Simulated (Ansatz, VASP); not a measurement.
## Two plane-wave programs on SiC

POSCAR

```
SiC
1.0
    0.0000000000      2.1780523476      2.1780523476
    2.1780523476      0.0000000000      2.1780523476
    2.1780523476      2.1780523476      0.0000000000
Si C
1 1
Direct
    0.0000000000      0.0000000000      0.0000000000
    0.2500000000      0.2500000000      0.2500000000
```

The input INCAR.step1:

```
SYSTEM = SiC
ALGO = Normal ; EDIFF = 1E-4
ENCUT = 520 ; GGA = PE
ISMEAR = 0 ; LASPH = .True.
LCHARG = .False. ; LREAL = .False.
LWAVE = .True. ; NBANDS = 11
NELM = 100 ; PREC = Accurate
SIGMA = 0.01
```

File INCAR.step2:

```
SYSTEM = SiC
ALGO = Normal ; EDIFF = 1E-6
ENCUT = 520 ; ISIF = 2
ISMEAR = 0 ; ISTART = 1
LASPH = .True. ; LCHARG = .True.
LELF = .True. ; LMIXTAU = .True.
LREAL = .False. ; LVHAR = .True.
LWAVE = .False. ; METAGGA = R2SCAN
NBANDS = 11 ; NELM = 100
PREC = Accurate ; SIGMA = 0.01
```

KPOINTS

```
k-points
0
Gamma
  10 10 10
  0 0 0
```

Input for Ansatz:

```yaml
crystal:
  lattice:
    - [0.0, 2.1780523476, 2.1780523476]
    - [2.1780523476, 0.0, 2.1780523476]
    - [2.1780523476, 2.1780523476, 0.0]
  atoms:
    - { symbol: Si, position: [0.0, 0.0, 0.0] }
    - { symbol: C, position: [0.25, 0.25, 0.25] }
kpoints:
  mp_grid: { grid: [10, 10, 10] }
hamiltonian:
  xc: r2scan
scf:
  occupations: { method: fixed }
output:
  optics: { e_range: [0, 13], de: 0.05, sigma: 0.1, bands: auto }
  write_density: true
  write_potential: true
  elf: true
  volumetric_format: npy
```

Alike in both runs: task single point; functional r2SCAN; k mesh 10 × 10 × 10; no spin polarisation.

```csv
,VASP,Ansatz
version,VASP 6.6.1,Ansatz 0.2.0
potentials or method,"VASP PAW PBE potentials, release 64 (Si, C)","plane waves, PAW"
plane-wave cutoff (eV),520,500
occupations,"gaussian, width 0.01 eV",fixed
valence electrons in the cell,8,8
```

VASP gave:

| Property | Result |
| --- | --- |
| gap on the k mesh at the Fermi level (eV) | 1.72 |

Task: Which values does Ansatz return?

Result: gap on the k mesh at the Fermi level (eV): 1.71.

VASP's potentials were made for PBE, not for r2SCAN.
